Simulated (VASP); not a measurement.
TlCl, 2 atoms in the cell. Symmetry: Pm-3m, No. 221, cubic system. Conventional cell: a = 3.794 Å, b = 3.794 Å, c = 3.794 Å, α = 90.00°, β = 90.00°, γ = 90.00°. Within 4.3 Å of Tl (site symmetry m-3m) lie 8 Cl at 3.29 Å and 6 Tl at 3.79 Å. Cl (site symmetry m-3m) has 8 Tl at 3.29 Å and 6 Cl at 3.79 Å within 4.3 Å. 

- Program: VASP 6.6.1
- Task: single point
- Functional: HSE06
- Potentials or basis: VASP PAW PBE potentials, release 64 (Tl_d, Cl)
- Cutoff: 400 eV
- k mesh: 4 × 4 × 4
- Occupations: gaussian, width 0.01 eV
- Spin: no spin polarisation
- Dipole correction: no
- Grid for exact exchange (PRECFOCK): Normal
- Further INCAR settings: ALGO = Normal; EDIFF = 1e-06; NBANDS = 17
- Share of exact exchange: 0.25
- Screening parameter: 0.2079 1/Å

Potentials or basis: VASP PAW PBE potentials, release 64 (Tl_d, Cl).

Launch:

```bash
$ cat potpaw_PBE.64/Tl_d/POTCAR potpaw_PBE.64/Cl/POTCAR > POTCAR
$ cp INCAR.step1 INCAR
$ mpirun -np 1 vasp_std > vasp.out
$ cp INCAR.step2 INCAR
$ mpirun -np 1 vasp_std > vasp.out
```

Hardware: 1 thread of Intel(R) Xeon(R) Platinum 8259CL CPU @ 2.50GHz (Skylake/Cascade Lake), with other jobs on the host.

Problem. Estimate the wall time of this run.

Solution. Run time: 9.1 min on 1 thread of Intel(R) Xeon(R) Platinum 8259CL CPU @ 2.50GHz (Skylake/Cascade Lake), with other jobs on the host, peak memory 0.26 GiB. Counts: k points 10.
